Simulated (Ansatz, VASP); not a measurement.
# MgZr2N: VASP beside Ansatz

INCAR

```
PREC = Accurate
ENCUT = 520
EDIFF = 1E-7
ISMEAR = 0
SIGMA = 0.1
LREAL = False
LASPH = True
NELM = 150
ALGO = Normal
ISIF = 2
LWAVE = False
LCHARG = False
ISPIN = 2
MAGMOM = 0 1 1 0
LORBIT = 11
LMAXMIX = 4
GGA = PE
NBANDS = 28
```

File KPOINTS:

```
Automatic mesh
0
Gamma
  6 6 4
```

POSCAR

```
MgZr2N
1.0
    4.5875099212      0.0000000000      0.0000000000
   -2.2937549606      3.9729001319      0.0000000000
    0.0000000000      0.0000000000      3.9011402508
Mg Zr N
1 2 1
Direct
    0.0000000000      0.0000000000      0.0000000000
    0.3333333333      0.6666666667      0.5000000000
    0.6666666667      0.3333333333      0.5000000000
    0.0000000000      0.0000000000      0.5000000000
```

Input for Ansatz:

```yaml
crystal:
  lattice:
    - [4.5875099212, 0.0, 0.0]
    - [-2.2937549606, 3.9729001319, 0.0]
    - [0.0, 0.0, 3.9011402508]
  atoms:
    - { symbol: Mg, position: [0.0, 0.0, 0.0] }
    - { symbol: Zr, position: [0.3333333333, 0.6666666667, 0.5], spin: 1.0 }
    - { symbol: Zr, position: [0.6666666667, 0.3333333333, 0.5], spin: 1.0 }
    - { symbol: "N", position: [0.0, 0.0, 0.5] }
basis:
  ecutwfc: 420
kpoints:
  mp_grid: { grid: [6, 6, 4] }
hamiltonian:
  xc: pbe
scf:
  occupations: { method: gaussian, width: 0.1 }
  lower_state_search: "off"
output:
  forces: true
  stress: true
  eigenvalues: true
  populations: true
magnetization:
  spin_polarized: true
```

Alike in both runs: task single point; functional PBE; k mesh 6 × 6 × 4; occupations gaussian, width 0.1 eV; collinear spin.

|  | VASP | Ansatz |
| --- | --- | --- |
| version | VASP 6.6.1 | Ansatz 0.2.0 |
| potentials or method | VASP PAW PBE potentials, release 64 (Mg, Zr_sv, N), cutoff 520 eV | scalar-relativistic, plane waves, PAW |
| valence electrons in the cell | 31 | 39 |

```csv
,VASP,Ansatz,Ansatz less VASP
gap on the k mesh at the Fermi level (eV),none,none,-
pressure (GPa),0.0,0.0,-0.02
"traceless stress, the component that is largest in VASP (GPa)",-0.24,-0.16,+0.080
net moment per atom (μB),0.00,0.00,-0.001
```

A gap of «none» marks a metal or a gap that the smearing closes. VASP's potentials hold 31 valence electrons a cell and Ansatz's 39, so a difference there can come from the potentials and not from the codes. Ansatz's warnings: seeded moment not kept.

The k mesh is coarse, so the values compare programs but aren't converged.
